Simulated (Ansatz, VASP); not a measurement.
# Two plane-wave programs on Hg

```
CELL_PARAMETERS angstrom
2.23398 -2.04586 0.00000
2.23398 2.04586 0.00000
-0.34874 0.00000 3.03980
ATOMIC_POSITIONS crystal
Hg 0.50000 0.50000 0.50000
```

Alike in both runs: task single point; functional PBE; k mesh 6 × 6 × 6; no spin polarisation.

|  | VASP | Ansatz |
| --- | --- | --- |
| version | VASP 6.6.1 | Ansatz 0.2.0 |
| potentials or method | VASP PAW PBE potentials, release 64 (Hg) | scalar-relativistic, plane waves, PAW |
| plane-wave cutoff (eV) | 500 | 420 |
| occupations | fermi-dirac, width 0.25852 eV | fermi-dirac |
| valence electrons in the cell | 12 | 20 |

```tsv
	VASP	Ansatz	Ansatz less VASP
gap on the k mesh at the Fermi level (eV)	none	none	-
pressure (GPa)	0.9	0.7	-0.23
traceless stress, the component that is largest in VASP (GPa)	-0.52	-0.50	+0.023
```

A gap of «none» marks a metal or a gap that the smearing closes. VASP's potentials hold 12 valence electrons a cell and Ansatz's 20, so a difference there can come from the potentials and not from the codes.

Spin-orbit coupling is off throughout.
